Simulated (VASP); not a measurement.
Set up this calculation in VASP 6.6.1, as the native input.

| Property | Result |
| --- | --- |
| Task | single point |
| Functional | RPBE |
| Dispersion | D3(BJ) |
| Potentials or basis | VASP PAW PBE potentials, release 64 (Pt, Fe) |
| Cutoff | 520 eV |
| k mesh | 10 × 10 × 7 |
| Occupations | fermi-dirac, width 0.05 eV |
| Spin | collinear spin, ferromagnetic start |
| Starting moments | [0.0, 3.0] μB |
| Dipole correction | no |
| Further INCAR settings | ALGO = Fast; EDIFF = 1e-06; NBANDS = 20 |

The structure of FePt lies in POSCAR:

```
FePt
1.0
    2.7593396363      0.0000000000      0.0000000000
    0.0000000000      2.7593396363      0.0000000000
    0.0000000000      0.0000000000      3.7689529822
Pt Fe
1 1
Direct
    0.5000000000      0.5000000000      0.5000000000
    0.0000000000      0.0000000000      0.0000000000
```

One way to write it, as run:

INCAR

```
SYSTEM = FePt
PREC = Accurate
ENCUT = 520
EDIFF = 1E-6
ISMEAR = -1
SIGMA = 0.05
LREAL = .FALSE.
LASPH = .TRUE.
NELM = 150
ALGO = Fast
ISIF = 2
LWAVE = .FALSE.
LCHARG = .FALSE.
ISPIN = 2
MAGMOM = 0 3
LORBIT = 11
LMAXMIX = 4
GGA = RP
IVDW = 12
NBANDS = 20
```

KPOINTS

```
Automatic mesh
0
G
  10 10 7
  0 0 0
```

Potentials or basis: VASP PAW PBE potentials, release 64 (Pt, Fe).

Run with:

```sh
$ cat potpaw_PBE.64/Pt/POTCAR potpaw_PBE.64/Fe/POTCAR > POTCAR
$ mpirun -np 1 vasp_std > vasp.out
```

Results of the run:

```yaml
Pressure: -33.2 GPa
Net_moment: 3.38 μB per cell
Site_moments: Pt +0.34; Fe +3.02 μB
Valence_electrons_inside_the_program's_atomic_spheres: Pt 9.36; Fe 6.89
Dispersion_energy_per_atom: -2.769 eV
```

Caveat: the cell stands under tension; the dispersion term is far too large for a dense solid, which distorts pressure and volume; the PAW data sets were made with another functional, which shifts forces and pressure a little.

It took 52 s on 1 thread of Intel(R) Xeon(R) Platinum 8488C (Sapphire Rapids), with other jobs on the host, peak memory 0.22 GiB.
